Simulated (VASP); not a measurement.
Set up this calculation in VASP 6.6.1, as the native input.

- Task: electric field gradients
- Functional: PBEsol
- Potentials or basis: VASP PAW PBE potentials, release 64 (Al)
- Cutoff: 520 eV
- k mesh: 14 × 14 × 14
- Occupations: fermi-dirac, width 0.05 eV
- Spin: no spin polarisation
- Dipole correction: no
- Further INCAR settings: ALGO = Normal; EDIFF = 1e-08; NBANDS = 8

The structure of Al lies in POSCAR:

```
Al
1.0
    0.0202398000      2.0340999000      2.0340999000
    2.0340999000      0.0202398000      2.0340999000
    2.0340999000      2.0340999000      0.0202398000
Al
1
Direct
    0.0000000000      0.0000000000      0.0000000000
```

This cell differs from its parent crystal: equal xy, yz and zx shear strains of +1 %.

The input as run:

INCAR

```
SYSTEM = Al
PREC     = Accurate       ! precision mode
ENCUT    = 520            ! plane-wave cutoff, eV
EDIFF    = 1E-8           ! SCF threshold, eV
ISMEAR   = -1             ! smearing method
SIGMA    = 0.05           ! smearing width, eV
LREAL    = .False.        ! projectors in reciprocal space
LASPH    = .True.         ! aspherical terms in the spheres
NELM     = 100            ! most SCF steps
ALGO     = Normal         ! electronic algorithm
ISIF     = 2              ! what is computed and relaxed
LWAVE    = .False.        ! write WAVECAR
LCHARG   = .False.        ! write CHGCAR
GGA      = PS             ! functional
LEFG     = .True.       
NBANDS   = 8              ! bands
```

KPOINTS

```
Automatic mesh
0
Gamma
  14 14 14
  0 0 0
```

Potentials or basis: VASP PAW PBE potentials, release 64 (Al).

Launch:

```sh
$ cat potpaw_PBE.64/Al/POTCAR > POTCAR
$ mpirun -np 1 vasp_std > vasp.out
```

It gave:

- Pressure: -2.0 GPa

Caveat: the cell differs from its parent crystal (equal xy, yz and zx shear strains of +1 %); without QUAD_EFG the Cq values of the log hold for a quadrupole moment of 1 mb, not for the nuclei; the PAW data sets were made with another functional, which shifts forces and pressure a little.

Wall time 18 s on 1 thread of AMD EPYC 9R45 96-Core Processor (Zen 5) (shared host), peak memory 0.12 GiB.
